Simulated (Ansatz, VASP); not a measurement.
# Two plane-wave programs on B3P

```
B P
1.0
     3.96632    0.00000    0.00000
    -1.98316    3.43493    0.00000
     0.00000    0.00000    3.73059
B P
3 1
Direct
  0.85632 0.14368 0.50000
  0.85632 0.71265 0.50000
  0.28735 0.14368 0.50000
  0.33333 0.66667 0.50000
```

Alike in both runs: functional PBE; k mesh 12 × 12 × 12; occupations gaussian, width 0.1 eV; no spin polarisation.

Ansatz relaxed the structure, and its values are those at the end. VASP's run is a single point on that final structure, the one shown.

```csv
,VASP,Ansatz
version,VASP 6.6.1,Ansatz 0.2.0
potentials or method,"VASP PAW PBE potentials, release 64 (B, P), cutoff 500 eV","scalar-relativistic, plane waves, PAW"
valence electrons in the cell,14,14
```

|  | VASP | Ansatz | Ansatz less VASP |
| --- | --- | --- | --- |
| gap on the k mesh at the Fermi level (eV) | none | none | - |
| pressure (GPa) | -0.2 | 0.0 | +0.15 |
| rms of the force components (eV/Å) | 0.009 | 0.000 | -0.0088 |

A gap of «none» marks a metal or a gap that the smearing closes.
